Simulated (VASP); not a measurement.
# Ru (Im-3m) in VASP: notebook, part 2 of 2

VASP 6.6.1. The steps go on from the part before.

### 3 Relaxation of cell and atoms, r2SCAN, collinear spin, ferromagnetic start

This run uses another cell than the first one, of 13.55 Å³/atom, 0.972 times its volume.

The input, POSCAR:

```
Ru
1.0
   -1.5020265709      1.5020265709      1.5020265709
    1.5020265709     -1.5020265709      1.5020265709
    1.5020265709      1.5020265709     -1.5020265709
Ru
1
Direct
    0.0000000000      0.0000000000      0.0000000000
```

The input, INCAR.step1:

```
SYSTEM = Ru
ALGO = Normal
EDIFF = 1E-4
ENCUT = 600
GGA = PE
ISMEAR = -1
ISPIN = 2
LASPH = .True.
LCHARG = .False.
LMAXMIX = 4
LREAL = .False.
LWAVE = .True.
MAGMOM = 1
NELM = 150
PREC = Accurate
SIGMA = 0.05
```

The input, INCAR.step2:

```
SYSTEM = Ru
ALGO = Normal
EDIFF = 1E-7
EDIFFG = -0.01
ENCUT = 600
IBRION = 2
ISIF = 3
ISMEAR = -1
ISPIN = 2
ISTART = 1
LASPH = .True.
LCHARG = .False.
LMAXMIX = 4
LMIXTAU = .True.
LORBIT = 11
LREAL = .False.
LWAVE = .False.
MAGMOM = 1
METAGGA = R2SCAN
NELM = 150
NSW = 80
PREC = Accurate
SIGMA = 0.05
```

The input, KPOINTS:

```
k-points
0
Gamma
  15 15 15
  0 0 0
```

Potentials or basis: VASP PAW PBE potentials, release 64 (Ru_pv).

On the command line:

```sh
$ cat potpaw_PBE.64/Ru_pv/POTCAR > POTCAR
$ cp INCAR.step1 INCAR
$ mpirun -np 1 vasp_std > vasp.out
$ cp INCAR.step2 INCAR
$ mpirun -np 1 vasp_std > vasp.out
```

OUTCAR:

```text
SYSTEM = Ru
   EDIFF = 1E-7
   EDIFFG = -0.01
   ENCUT = 600
   IBRION = 2
   ISIF = 3
   ISMEAR = -1
   ISPIN = 2
   ISTART = 1
   LASPH = .True.
   LORBIT = 11
   LREAL = .False.
   METAGGA = R2SCAN
   NELM = 150
   NSW = 80
   PREC = Accurate

 ion  position               nearest neighbor table
   1  0.000  0.000  0.000-

  LATTYP: Found a body centered cubic cell.
 ALAT       =     3.0040531418

  Lattice vectors:

 A1 = (  -1.5020265709,   1.5020265709,   1.5020265709)
 A2 = (   1.5020265709,  -1.5020265709,   1.5020265709)
 A3 = (   1.5020265709,   1.5020265709,  -1.5020265709)

Analysis of symmetry for initial positions (statically):
=====================================================================
 Subroutine PRICEL returns:
 Original cell was already a primitive cell.

 Routine SETGRP: Setting up the symmetry group for a
 body centered cubic supercell.

 Subroutine GETGRP returns: Found 48 space group operations
 (whereof 48 operations were pure point group operations)
 out of a pool of 48 trial point group operations.

The static configuration has the point symmetry O_h .

Analysis of symmetry for dynamics (positions and initial velocities):
=====================================================================
 Subroutine PRICEL returns:
 Original cell was already a primitive cell.

 Routine SETGRP: Setting up the symmetry group for a
 body centered cubic supercell.

 Subroutine GETGRP returns: Found 48 space group operations
 (whereof 48 operations were pure point group operations)
 out of a pool of 48 trial point group operations.

The dynamic configuration has the point symmetry O_h .

Analysis of structural, dynamic, and magnetic symmetry:
=====================================================================
 Subroutine PRICEL returns:
 Original cell was already a primitive cell.

 Routine SETGRP: Setting up the symmetry group for a
 body centered cubic supercell.

 Subroutine GETGRP returns: Found 48 space group operations
 (whereof 48 operations were pure point group operations)
 out of a pool of 48 trial point group operations.

The overall configuration has the point symmetry O_h .

 Subroutine INISYM returns: Found 48 space group operations
 (whereof 48 operations are pure point group operations),
 and found     1 'primitive' translations

----------------------------------------------------------------------------------------

                                     Primitive cell

  volume of cell :      13.5548

  direct lattice vectors                    reciprocal lattice vectors
    -1.502026571  1.502026571  1.502026571     0.000000000  0.332883592  0.332883592
     1.502026571 -1.502026571  1.502026571     0.332883592  0.000000000  0.332883592
     1.502026571  1.502026571 -1.502026571     0.332883592  0.332883592  0.000000000

  length of vectors
     2.601586335  2.601586335  2.601586335     0.470768490  0.470768490  0.470768490

  position of ions in fractional coordinates (direct lattice)
     0.000000000  0.000000000  0.000000000

  ion indices of the primitive-cell ions
   primitive index   ion index
                 1           1

----------------------------------------------------------------------------------------

 KPOINTS: k-points

Automatic generation of k-mesh.
 Grid dimensions read from file:
[... 61 lines left out ...]
   LSORBIT =      F    spin-orbit coupling
   LASPH  =      T    aspherical Exc in radial PAW
   ENCUT  =  600.0 eV  44.10 Ry    6.64 a.u.   5.20  5.20  5.20*2*pi/ulx,y,z
   NELM   =    150;   NELMIN=  2; NELMDL=  0     # of ELM steps
   EDIFF  = 0.1E-06   stopping-criterion for ELM
   LREAL  =      F    real-space projection
   EDIFFG = -.1E-01   stopping-criterion for IOM
   NSW    =     80    number of steps for IOM
   IBRION =      2    ionic relax: 0-MD 1-quasi-New 2-CG
   NFREE  =      1    steps in history (QN), initial steepest desc. (CG)
   ISIF   =      3    stress and relaxation
   ISYM   =      2    0-nonsym 1-usesym 2-fastsym
   POTIM  = 0.5000    time-step for ionic-motion
   TEBEG  =    0.0;   TEEND  =   0.0 temperature during run
   PSTRESS=    0.0 pullay stress
   NELECT =      14.0000    total number of electrons
   NUPDOWN=      -1.0000    fix difference up-down
   EMIN   =  10.00;   EMAX   =-10.00  energy-range for DOS
   EFERMI =   0.00;   METHOD = LEGACY
   ISMEAR =    -1;   SIGMA  =   0.05  broadening in eV -4-tet -1-fermi 0-gaus
   EFERMI_NEDOS =   21; number of points for ismear=-14 and -15
   IALGO  =     38    algorithm
   IMIX   =      4    mixing-type and parameters
     AMIX     =   0.40;   BMIX     =  1.00
     AMIX_MAG =   1.60;   BMIX_MAG =  1.00
  volume/ion in A,a.u.               =      13.55        91.47
  Fermi-wavevector in a.u.,A,eV,Ry     =   1.654829  3.127174 37.259015  2.738460
  Thomas-Fermi vector in A             =   2.743030
   LORBIT       =     11    0 simple, 1 ext, 2 COOP (PROOUT), +10 PAW based schemes
   METAGGA = R2SCAN    functional components
   LHFCALC =     F    Hartree Fock is set to
   AEXX    =    0.0000 exact exchange contribution
   IVDW    =     0    specifies the selected vdW correction
   LEPSILON=     F    determine dielectric tensor
   LRPA    =     F    only Hartree local field effects (RPA)
 conjugate gradient relaxation of ions
 spin polarized calculation
  energy-cutoff  :      600.00
  volume of cell :       13.55
 maximum number of plane-waves:       466
 NGX is ok and might be reduce to    24
   NGX = 11   NGY = 11   NGZ = 11

--------------------------------------- Ionic step        1  -------------------------------------------

 number of electron      13.9999998 magnetization       0.0756810

 number of electron      13.9999998 magnetization      -0.0006830

 Free energy of the ion-electron system (eV)
  ---------------------------------------------------
  ext. energy  EPLUGINS =         0.00000000
  ---------------------------------------------------
  free energy    TOTEN  =       -24.77009811 eV

  energy without entropy =      -24.75571160  energy(sigma->0) =      -24.76290486

------------------------ aborting loop because EDIFF is reached ----------------------------------------

  FORCE on cell =-STRESS in cart. coord.  units (eV):
  Direction    XX          YY          ZZ          XY          YZ          ZX
  --------------------------------------------------------------------------------------
  -------------------------------------------------------------------------------------
  Total        0.8810679      0.8810679      0.8810679      0.0000000      0.0000000      0.0000000
  in kB      104.1422864    104.1422864    104.1422864      0.0000000      0.0000000      0.0000000
  external PRESSURE =     104.1422864 kB  Pullay stress =       0.0000000 kB
[... 96 lines left out ...]
--------------------------------------- Ionic step        4  -------------------------------------------

 number of electron      13.9999998 magnetization      -0.0000322

 Free energy of the ion-electron system (eV)
  ---------------------------------------------------
  ext. energy  EPLUGINS =         0.00000000
  ---------------------------------------------------
  free energy    TOTEN  =       -24.78375548 eV

  energy without entropy =      -24.76871792  energy(sigma->0) =      -24.77623670

 E-fermi :  12.3665     XC(G=0): -15.1806

 val. band max:       12.3512668359   @ k =   0.3333   0.1333   0.0667
 cond. band min:      12.3705483221   @ k =   0.2000   0.0000   0.0000
 fundamental gap:      0.0192814862
 Fermi energy:        12.3664600367

 spin component 1

 k-point     1 :       0.0000    0.0000    0.0000
  band No.  band energies     occupation
      1     -31.5789      1.00000
      2     -31.5789      1.00000
      3     -31.5789      1.00000
      4       4.0152      1.00000
      5       9.4021      1.00000
      6       9.4021      1.00000
      7       9.4021      1.00000
      8      12.2897      0.82291
      9      12.2897      0.82291
     10      20.7885      0.00000
     11      30.3178      0.00000
     12      30.3178      0.00000
[... 333 lines left out ...]
      1     -32.5050      1.00000
      2     -32.0700      1.00000
      3     -31.6855      1.00000
      4       6.8410      1.00000
      5       7.9343      1.00000
      6      10.1618      1.00000
      7      12.1794      0.97681
      8      13.1928      0.00000
      9      18.6165      0.00000
     10      20.7884      0.00000
     11      22.6075      0.00000
     12      25.9052      0.00000

 [... further k-points ...]

 spin component 2

 k-point     1 :       0.0000    0.0000    0.0000
  band No.  band energies     occupation
      1     -31.5789      1.00000
      2     -31.5789      1.00000
      3     -31.5789      1.00000
      4       4.0152      1.00000
      5       9.4020      1.00000
      6       9.4020      1.00000
      7       9.4020      1.00000
      8      12.2896      0.82308
      9      12.2896      0.82308
     10      20.7884      0.00000
     11      30.3178      0.00000
     12      30.3178      0.00000
[... 373 lines left out ...]
  FREE ENERGIE OF THE ION-ELECTRON SYSTEM (eV)
  ---------------------------------------------------
  free  energy   TOTEN  =       -24.7837554811 eV

  energy  without entropy=      -24.7687179176  energy(sigma->0) =      -24.77623670

 reached required accuracy - stopping structural energy minimisation

 total charge

# of ion       s       p       d       tot
------------------------------------------
    1        0.391   6.287   5.943  12.621

 magnetization (x)

# of ion       s       p       d       tot
------------------------------------------
    1        0.000   0.000  -0.000  -0.000
```

Wall time 13 min (1 thread of Intel Xeon Platinum 8375C at 2.90GHz (Ice Lake), shared host); peak memory 0.2 GiB.

Results:

```
Free energy                                           : -24.7838 eV
Relaxed volume                                        : 13.99 Å³/atom
Relaxed cell                                          : a = 2.629 Å, b = 2.629 Å, c = 2.629 Å, α = 109.47°, β = 109.47°, γ = 109.47°
Space group after relaxing (to 0.05 Å)                : Im-3m (No. 229)
Energy gained by relaxing                             : 13.7 meV/atom
Ionic steps                                           : 4
Pressure after relaxing                               : 0.0 GPa
Band gap on the k mesh                                : zero (filled and empty bands overlap)
Net moment                                            : 0.00 μB per cell
Valence electrons inside the program's atomic spheres : Ru 12.62
```

Step by step:
| step | energy change (eV) | largest force (eV/Å) | pressure (GPa) | volume (Å³) |
| --- | --- | --- | --- | --- |
| 1 | 0.0000 | 0.0000 | 10.41 | 13.55 |
| 2 | 0.0930 | 0.0000 | -22.76 | 15.36 |
| 3 | -0.0136 | 0.0000 | -0.36 | 14.01 |
| 4 | -0.0137 | 0.0000 | -0.02 | 13.99 |

Final structure:
```xyz
1
Lattice="-1.5179 1.5179 1.5179 1.5179 -1.5179 1.5179 1.5179 1.5179 -1.5179" Properties=species:S:1:pos:R:3 pbc="T T T"
Ru    0.0000    0.0000    0.0000
```

Levels at points of the mesh, in eV from the Fermi level:
Spin up:
```csv
k point,band 4,band 5,band 6,band 7,band 8,band 9,band 10,band 11
"(0.00, 0.00, 0.00)",-8.35,-2.96,-2.96,-2.96,-0.08,-0.08,8.42,17.95
```
Spin down:
| k point | band 4 | band 5 | band 6 | band 7 | band 8 | band 9 | band 10 | band 11 |
| --- | --- | --- | --- | --- | --- | --- | --- | --- |
| (0.00, 0.00, 0.00) | -8.35 | -2.96 | -2.96 | -2.96 | -0.08 | -0.08 | 8.42 | 17.95 |

Caveat: the PAW data sets were made with another functional, which shifts forces and pressure a little.
